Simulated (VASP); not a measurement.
# Cu (Cmcm) in VASP: notebook, part 2 of 2

VASP 6.6.1. Earlier steps stand in the parts before.

### Step 3. Relaxation of cell and atoms, PBE

This run uses another cell than the first one, of 11.99 Å³/atom.

The input, INCAR:

```
SYSTEM = Cu
ALGO = Normal
EDIFF = 1E-6
EDIFFG = -0.02
ENCUT = 600
GGA = PE
IBRION = 2
ISIF = 3
ISMEAR = -1
LASPH = .TRUE.
LCHARG = .FALSE.
LREAL = .FALSE.
LWAVE = .FALSE.
NELM = 60
NSW = 80
PREC = Accurate
SIGMA = 0.05
```

The input, KPOINTS:

```
k-points
0
G
  11 11 11
  0 0 0
```

The input, POSCAR:

```
Cu
1.0
    1.2184636900     -3.9763780104      0.0000000000
    1.2184636900      3.9763780104      0.0000000000
    0.0000000000      0.0000000000      2.4754955235
Cu
2
Direct
    0.8661333500      0.1338666500      0.7500000000
    0.1338666500      0.8661333500      0.2500000000
```

Potentials or basis: VASP PAW PBE potentials, release 64 (Cu).

Started as:

```bash
$ cat potpaw_PBE.64/Cu/POTCAR > POTCAR
$ mpirun -np 1 vasp_std > vasp.out
```

OUTCAR:

```text
SYSTEM = Cu
   EDIFF = 1E-6
   EDIFFG = -0.02
   ENCUT = 600
   GGA = PE
   IBRION = 2
   ISIF = 3
   ISMEAR = -1
   LASPH = .TRUE.
   LREAL = .FALSE.
   NELM = 60
   NSW = 80
   PREC = Accurate

 ion  position               nearest neighbor table
   1  0.866  0.134  0.750-   2 2.46   2 2.46   2 2.54   2 2.54   2 2.54   2 2.54
   2  0.134  0.866  0.250-   1 2.46   1 2.46   1 2.54   1 2.54   1 2.54   1 2.54

  LATTYP: Found a base centered orthorhombic cell.
 ALAT       =     2.4369273800
 B/A-ratio  =     3.2634357864
 C/A-ratio  =     1.0158265461

  Lattice vectors:

 A1 = (   1.2184636900,  -3.9763780104,   0.0000000000)
 A2 = (   1.2184636900,   3.9763780104,   0.0000000000)
 A3 = (   0.0000000000,   0.0000000000,   2.4754955235)

Analysis of symmetry for initial positions (statically):
[... 343 lines left out ...]
      5       3.9188      2.00000
      6       4.1893      2.00000
      7       4.5649      2.00000
      8       4.8490      2.00000
      9       5.0238      2.00000
     10       5.1540      2.00000
     11       5.3949      2.00000
     12       6.8957      0.43743
     13      11.4021      0.00000
     14      21.0554      0.00000
[... 401 lines left out ...]
      2       2.0230      2.00000
      3       2.7721      2.00000
      4       3.3311      2.00000
      5       4.0202      2.00000
      6       4.0770      2.00000
      7       4.3954      2.00000
      8       4.9902      2.00000
      9       5.0434      2.00000
     10       5.1882      2.00000
     11       5.2577      2.00000
     12       5.5572      2.00000
     13      13.5308      0.00000
     14      21.5050      0.00000
     15      23.1867      0.00000

 [... further k-points ...]

------------------------ aborting loop because EDIFF is reached ----------------------------------------

  FORCE on cell =-STRESS in cart. coord.  units (eV):
  Direction    XX          YY          ZZ          XY          YZ          ZX
  --------------------------------------------------------------------------------------
  -------------------------------------------------------------------------------------
  Total        0.0264689     -0.0387794      0.0271370      0.0000000     -0.0000000      0.0000000
  in kB        1.6826171     -2.4651932      1.7250884      0.0000000     -0.0000000      0.0000000
  external PRESSURE =       0.3141708 kB  Pullay stress =       0.0000000 kB
[... 17 lines left out ...]
  FREE ENERGIE OF THE ION-ELECTRON SYSTEM (eV)
  ---------------------------------------------------
  free  energy   TOTEN  =        -7.1820179767 eV

  energy  without entropy=       -7.1773857417  energy(sigma->0) =       -7.17970186

 reached required accuracy - stopping structural energy minimisation
```

CONTCAR:

```text
Cu
   1.00000000000000
     1.2398674250662505   -4.0318547888570784    0.0000000000000000
     1.2398674250662505    4.0318547888570784    0.0000000000000000
     0.0000000000000000   -0.0000000000000000    2.5208708611942847
  Cu
     2
Direct
     0.8661572783378498    0.1338427216621501    0.7500000000000000
     0.1338427216621501    0.8661572783378498    0.2500000000000000

  0.00000000E+00  0.00000000E+00  0.00000000E+00
  0.00000000E+00  0.00000000E+00  0.00000000E+00
```

It took 1.9 min on 1 thread of Intel Xeon 6975P-C (Granite Rapids), shared host; peak memory 0.23 GiB.

What came out:

```yaml
Free_energy: -7.1820 eV
Relaxed_volume: 12.60 Å³/atom
Relaxed_cell: a = 4.218 Å, b = 4.218 Å, c = 2.521 Å, α = 90.00°, β = 90.00°, γ = 145.81°
Space_group_after_relaxing_to_0.1_Å: Cmcm (No. 63)
Energy_gained_by_relaxing: 13.2 meV/atom
Ionic_steps: 5
Pressure_after_relaxing: 0.0 GPa
Largest_force_after_relaxing: 0.019 eV/Å
Band_gap_on_the_k_mesh: zero (bands 11 and 12 overlap by 5.33 eV)
```

Forces on the atoms (eV/Å):
```
Cu   0.000  0.019  0.000
Cu   0.000 -0.019  0.000
```

The path:
| step | energy change (eV) | largest force (eV/Å) | pressure (GPa) | volume (Å³) |
| --- | --- | --- | --- | --- |
| 1 | 0.0000 | 0.0519 | 7.12 | 23.99 |
| 2 | -0.0197 | 0.0697 | -3.04 | 25.89 |
| 3 | -0.0263 | 0.0338 | -0.02 | 25.22 |
| 4 | -0.0262 | 0.0319 | 0.12 | 25.20 |
| 5 | -0.0265 | 0.0187 | 0.03 | 25.20 |

Final structure:
```cif
data_structure
_symmetry_space_group_name_H-M 'P 1'
_symmetry_Int_Tables_number 1
_cell_length_a 4.2182
_cell_length_b 4.2182
_cell_length_c 2.5209
_cell_angle_alpha 90.000
_cell_angle_beta 90.000
_cell_angle_gamma 145.813
_cell_volume 25.20
loop_
_atom_site_label
_atom_site_type_symbol
_atom_site_fract_x
_atom_site_fract_y
_atom_site_fract_z
_atom_site_occupancy
Cu1 Cu 0.86616 0.13384 0.75000 1
Cu2 Cu 0.13384 0.86616 0.25000 1
```

Levels at points of the mesh, in eV from the Fermi level:
```
           k point  band 7  band 8  band 9  band 10  band 11  band 12  band 13  band 14  band 15
(0.00, 0.00, 0.00)   -2.27   -1.98   -1.81    -1.68    -1.44     0.06     4.57    14.22    17.78
```

### Step 4. Relaxation of cell and atoms, PBE+D3(BJ)

This run uses another cell than the first one, of 11.99 Å³/atom.

The input, INCAR:

```
  PREC = Accurate
  ENCUT = 600
  EDIFF = 1E-6
  ISMEAR = -1
  SIGMA = 0.05
  LREAL = F
  LASPH = T
  NELM = 80
  ALGO = Normal
  ISIF = 3
  LWAVE = F
  LCHARG = F
  GGA = PE
  IVDW = 12
  IBRION = 2
  NSW = 80
  EDIFFG = -0.02
```

The input, KPOINTS:

```
regular mesh
0
Gamma
  11 11 11
```

POSCAR is that of step 3.

Potentials or basis: VASP PAW PBE potentials, release 64 (Cu).

Started as:

```bash
$ cat potpaw_PBE.64/Cu/POTCAR > POTCAR
$ mpirun -np 1 vasp_std > vasp.out
```

OUTCAR:

```text
PREC = Accurate
   ENCUT = 600
   EDIFF = 1E-6
   ISMEAR = -1
   LREAL = F
   LASPH = T
   NELM = 80
   ISIF = 3
   GGA = PE
   IVDW = 12
   IBRION = 2
   NSW = 80
   EDIFFG = -0.02
 IVDW          = 12

 ion  position               nearest neighbor table
   1  0.866  0.134  0.750-   2 2.46   2 2.46   2 2.54   2 2.54   2 2.54   2 2.54
   2  0.134  0.866  0.250-   1 2.46   1 2.46   1 2.54   1 2.54   1 2.54   1 2.54

  LATTYP: Found a base centered orthorhombic cell.
 ALAT       =     2.4369273800
 B/A-ratio  =     3.2634357864
 C/A-ratio  =     1.0158265461

  Lattice vectors:

 A1 = (   1.2184636900,  -3.9763780104,   0.0000000000)
 A2 = (   1.2184636900,   3.9763780104,   0.0000000000)
 A3 = (   0.0000000000,   0.0000000000,   2.4754955235)

Analysis of symmetry for initial positions (statically):
=====================================================================
 Subroutine PRICEL returns:
 Original cell was already a primitive cell.

[... 341 lines left out ...]

 E-fermi :   7.4945     XC(G=0): -12.6353

 val. band max:        7.4746923224   @ k =  -0.3636   0.3636   0.3636
 cond. band min:       7.5339622618   @ k =  -0.3636   0.2727   0.2727
 fundamental gap:      0.0592699394
 Fermi energy:         7.4944673652

 k-point     1 :       0.0000    0.0000    0.0000
  band No.  band energies     occupation
      1      -1.8126      2.00000
      2       2.4848      2.00000
      3       3.2527      2.00000
      4       3.7229      2.00000
      5       4.4107      2.00000
      6       4.7192      2.00000
      7       5.1349      2.00000
      8       5.4271      2.00000
      9       5.6278      2.00000
     10       5.7622      2.00000
     11       6.0275      2.00000
     12       7.4436      1.46877
     13      12.3786      0.00000
     14      22.1416      0.00000
[... 401 lines left out ...]
      2       2.3834      2.00000
      3       3.1767      2.00000
      4       3.7762      2.00000
      5       4.5213      2.00000
      6       4.5962      2.00000
      7       4.9462      2.00000
      8       5.5899      2.00000
      9       5.6433      2.00000
     10       5.8009      2.00000
     11       5.8765      2.00000
     12       6.1071      2.00000
     13      14.5258      0.00000
     14      22.6154      0.00000
     15      24.4945      0.00000

 [... further k-points ...]

------------------------ aborting loop because EDIFF is reached ----------------------------------------

 Edisp (eV)   -1.15512

 E8    (eV) :    -0.4951
[... 25 lines left out ...]
  FREE ENERGIE OF THE ION-ELECTRON SYSTEM (eV)
  ---------------------------------------------------
  free  energy   TOTEN  =        -8.3042294453 eV

  energy  without entropy=       -8.3000921646  energy(sigma->0) =       -8.30216080

 reached required accuracy - stopping structural energy minimisation
```

CONTCAR:

```text
Cu
   1.00000000000000
     1.2156459832264868   -3.9578216515021873    0.0000000000000000
     1.2156459832264868    3.9578216515021873   -0.0000000000000000
     0.0000000000000000   -0.0000000000000000    2.4778415986932085
  Cu
     2
Direct
     0.8665656475874385    0.1334343524125615    0.7500000000000000
     0.1334343524125615    0.8665656475874385    0.2500000000000000

  0.00000000E+00  0.00000000E+00  0.00000000E+00
  0.00000000E+00  0.00000000E+00  0.00000000E+00
```

Wall time 1.7 min (1 thread of Intel Xeon 6975P-C (Granite Rapids), shared host); peak memory 0.24 GiB.

Results:

```yaml
Free_energy: -8.3042 eV
Relaxed_volume: 11.92 Å³/atom
Relaxed_cell: a = 4.140 Å, b = 4.140 Å, c = 2.478 Å, α = 90.00°, β = 90.00°, γ = 145.85°
Space_group_after_relaxing_to_0.1_Å: Cmcm (No. 63)
Energy_gained_by_relaxing: 0.4 meV/atom
Ionic_steps: 5
Pressure_after_relaxing: 0.0 GPa
Band_gap_on_the_k_mesh: zero (bands 11 and 12 overlap by 5.48 eV)
Dispersion_energy_per_atom: -0.578 eV
```

Forces on the atoms (eV/Å):
```
Cu   0.000  0.003  0.000
Cu   0.000 -0.003  0.000
```

Step by step:
```tsv
step	energy change (eV)	largest force (eV/Å)	pressure (GPa)	volume (Å³)
1	0.0000	0.0521	-0.78	23.99
2	-0.0006	0.0163	0.44	23.79
3	-0.0006	0.0234	0.17	23.82
4	-0.0006	0.0210	0.21	23.82
5	-0.0007	0.0028	-0.01	23.84
```

Final structure:
```
Cu
1.0
     1.21565   -3.95782    0.00000
     1.21565    3.95782    0.00000
     0.00000    0.00000    2.47784
Cu
2
Direct
  0.86657 0.13343 0.75000
  0.13343 0.86657 0.25000
```

### Step 5. Summary

| task | level | potentials or basis | cell | cutoff (eV) | gap on the mesh (eV) | pressure (GPa) | relaxed volume (Å³/atom) | largest force (eV/Å) |
| --- | --- | --- | --- | --- | --- | --- | --- | --- |
| single point | PBEsol | VASP PAW PBE potentials, release 64 (Cu_sv_GW) | a = 4.058, b = 4.058, c = 2.429 Å, angles 90.0, 90.0, 145.9°, 2 atoms, atomic positions A | 820 | none | 8.2 | - | 0.01 |
| relaxation of cell and atoms | PBE | VASP PAW PBE potentials, release 64 (Cu) | relaxed from a = 4.159, b = 4.159, c = 2.475 Å, angles 90.0, 90.0, 145.9°, 2 atoms, atomic positions B | 600 | none | 0.0 | 12.60 | 0.02 |
| relaxation of cell and atoms | PBE+D3(BJ) | VASP PAW PBE potentials, release 64 (Cu) | relaxed from a = 4.159, b = 4.159, c = 2.475 Å, angles 90.0, 90.0, 145.9°, 2 atoms, atomic positions B | 600 | none | 0.0 | 11.92 | - |

Alike in all rows: no spin polarisation; k mesh 11 × 11 × 11; smearing fermi-dirac 0.05 eV.

Caveats: the cell stands under pressure (at least some runs); the PAW data sets were made with another functional, which shifts forces and pressure a little (at least some runs).

Absolute energies hang on the potentials; compare differences alone.

The gap in the log of VASP goes by the Fermi energy; the results here count the filled bands.